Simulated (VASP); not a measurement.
A run of VASP 6.6.1 is set up as follows.

INCAR

```
  PREC = Accurate
  ENCUT = 520
  EDIFF = 1E-7
  ISMEAR = -1
  SIGMA = 0.05
  LREAL = Auto
  LASPH = True
  NELM = 80
  ALGO = Normal
  ISIF = 2
  LWAVE = False
  LCHARG = False
  GGA = PE
  IVDW = 12
  NBANDS = 49
```

File KPOINTS:

```
regular mesh
0
Gamma
  1 1 1
```

Contents of POSCAR:

```
H16CO7
1.0
    6.2743050000      0.0000000000      0.0000000000
    0.0000000000      6.2743050000      0.0000000000
    0.0000000000      0.0000000000      6.2743050000
O H C
7 16 1
Direct
    0.1033809592      0.7464137535      0.2169349664
    0.1821147542      0.5566614879      0.8359336901
    0.9543406574      0.1423488139      0.2493199238
    0.3985732222      0.2850960913      0.2292427645
    0.5060196857      0.6120962388      0.4582918932
    0.8469076511      0.3767211213      0.6113133619
    0.5840278789      0.1468488885      0.8629435703
    0.1412654698      0.6828544642      0.0755951257
    0.2226873057      0.7125065972      0.3114058019
    0.2922168890      0.5878764045      0.7295443940
    0.0611960904      0.4988498108      0.7526207399
    0.8443886872      0.1429181064      0.1391068388
    1.0114488106     -0.0067100883      0.2403815453
    0.2438386175      0.2665838803      0.2113354359
    0.4592302175      0.2531080713      0.0861027691
    0.4798112174      0.4888170363      0.3558598324
    0.5736153981      0.7253387194      0.3761686804
    0.7420094412      0.4808509485      0.5552839529
    0.8872431185      0.2902158481      0.4850610909
    0.3595481047     -0.0838849918      0.8006340814
    0.6784128296      0.2362720178      0.7696378083
    0.2739313845      0.1801292161      0.7390882833
    0.4583559108      0.0488115014      0.5669042631
    0.4099950990      0.0688224627      0.7341455866
```

Potentials or basis: VASP PAW PBE potentials, release 64 (O, H, C).

Command:

```console
$ cat potpaw_PBE.64/O/POTCAR potpaw_PBE.64/H/POTCAR potpaw_PBE.64/C/POTCAR > POTCAR
$ mpirun -np 1 vasp_gam > vasp.out
```

(1) What does it give for the largest force?

(2) What does it give for the band gap on the k mesh?

(3) What does it give for the dispersion energy per atom?

Results:

(1) 0.292 eV/Å.

(2) 4.56 eV.

(3) -0.034 eV.

Caveat: the k points lie up to 1.00 Å⁻¹ apart.
